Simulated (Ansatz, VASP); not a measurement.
**Two plane-wave programs on Cu**

```
Cu
1.0
    -1.44279    1.44279    1.33480
     1.44279   -1.44279    1.33480
     1.44279    1.44279   -1.33480
Cu
1
Direct
  0.00000 0.00000 0.00000
```

Change from the starting cell: strain +0.000 along x and y, -0.030 along z, atoms carried along.

Alike in both runs: task single point; functional r2SCAN; k mesh 24 × 24 × 24; occupations gaussian, width 0.15 eV; no spin polarisation.

|  | VASP | Ansatz |
| --- | --- | --- |
| version | VASP 6.6.1 | Ansatz 0.2.0 |
| potentials or method | VASP PAW PBE potentials, release 64 (Cu), cutoff 520 eV | scalar-relativistic, plane waves, PAW |
| valence electrons in the cell | 11 | 19 |

```csv
,VASP,Ansatz,Ansatz less VASP
gap on the k mesh at the Fermi level (eV),none,none,-
pressure (GPa),6.5,5.8,-0.70
"traceless stress, the component that is largest in VASP (GPa)",0.56,0.64,+0.076
```

VASP's potentials were made for PBE, not for r2SCAN. A gap of «none» marks a metal or a gap that the smearing closes. VASP's potentials hold 11 valence electrons a cell and Ansatz's 19, so a difference there can come from the potentials and not from the codes.
